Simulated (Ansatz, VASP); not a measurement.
**Two plane-wave programs on BN**

The input INCAR:

```
PREC = Accurate
ENCUT = 520
EDIFF = 1E-7
ISMEAR = 0
SIGMA = 0.05
LREAL = False
LASPH = True
NELM = 80
ALGO = Normal
ISIF = 2
LWAVE = False
LCHARG = False
GGA = PE
IVDW = 12
NBANDS = 16
```

Contents of KPOINTS:

```
regular mesh
0
Gamma
  12 12 4
```

The input POSCAR:

```
BN
1.0
    2.7069531544      0.0000000000      0.0000000000
   -1.3534765772      2.3442901985      0.0000000000
    0.0000000000      0.0000000000      6.6168468515
B N
2 2
Direct
    0.3333333333      0.6666666667      0.2500000000
    0.6666666667      0.3333333333      0.7500000000
    0.3333333333      0.6666666667      0.7500000000
    0.6666666667      0.3333333333      0.2500000000
```

Input for Ansatz:

```yaml
crystal:
  lattice:
    - [2.7069531544, 0.0, 0.0]
    - [-1.3534765772, 2.3442901985, 0.0]
    - [0.0, 0.0, 6.6168468515]
  atoms:
    - { symbol: B, position: [0.3333333333, 0.6666666667, 0.25] }
    - { symbol: B, position: [0.6666666667, 0.3333333333, 0.75] }
    - { symbol: "N", position: [0.3333333333, 0.6666666667, 0.75] }
    - { symbol: "N", position: [0.6666666667, 0.3333333333, 0.25] }
basis:
  ecutwfc: 420
kpoints:
  mp_grid: { grid: [12, 12, 4] }
hamiltonian:
  xc: pbe
  dispersion: d3bj
scf:
  occupations: { method: gaussian, width: 0.05 }
output:
  forces: true
  stress: true
  eigenvalues: true
```

Change from the starting cell: strain +0.080 along x and y, +0.000 along z, atoms carried along.

Alike in both runs: task single point; functional PBE; dispersion D3(BJ); k mesh 12 × 12 × 4; occupations gaussian, width 0.05 eV; no spin polarisation.

|  | VASP | Ansatz |
| --- | --- | --- |
| version | VASP 6.6.1 | Ansatz 0.2.0 |
| potentials or method | VASP PAW PBE potentials, release 64 (B, N), cutoff 520 eV | scalar-relativistic, plane waves, PAW |
| valence electrons in the cell | 16 | 16 |

|  | VASP | Ansatz | Ansatz less VASP |
| --- | --- | --- | --- |
| gap on the k mesh at the Fermi level (eV) | 3.81 | 3.81 | +0.004 |
| least direct gap on the mesh (eV) | 4.04 | 4.04 | +0.002 |
| pressure (GPa) | -39.2 | -39.2 | +0.02 |
| traceless stress, the component that is largest in VASP (GPa) | 39.06 | 39.14 | +0.083 |

Both programs put the cell under strong tension, so it lies far from rest at this level.

Noted on VASP's run: the cell as given lies far from equilibrium.
